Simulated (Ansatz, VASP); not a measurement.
**Sb in VASP and in Ansatz**

```
Sb
1.0
     3.16000    0.00000    0.00000
     0.00000    3.16000    0.00000
     0.00000    0.00000    3.16000
Sb
1
Direct
  0.00000 0.00000 0.00000
```

Alike in both runs: task single point; functional r2SCAN; dispersion D4; k mesh 6 × 6 × 6; occupations fermi-dirac, width 0.1 eV; no spin polarisation.

```csv
,VASP,Ansatz
version,VASP 6.6.1,Ansatz 0.2.0
potentials or method,"VASP PAW PBE potentials, release 64 (Sb), cutoff 520 eV","plane waves, PAW"
valence electrons in the cell,5,15
```

```tsv
	VASP	Ansatz	Ansatz less VASP
gap on the k mesh at the Fermi level (eV)	none	none	-
pressure (GPa)	-3.6	-3.6	0.00
```

VASP's potentials were made for PBE, not for r2SCAN. A gap of «none» marks a metal or a gap that the smearing closes. VASP's potentials hold 5 valence electrons a cell and Ansatz's 15, so a difference there can come from the potentials and not from the codes.

Neither program's run includes spin-orbit coupling.
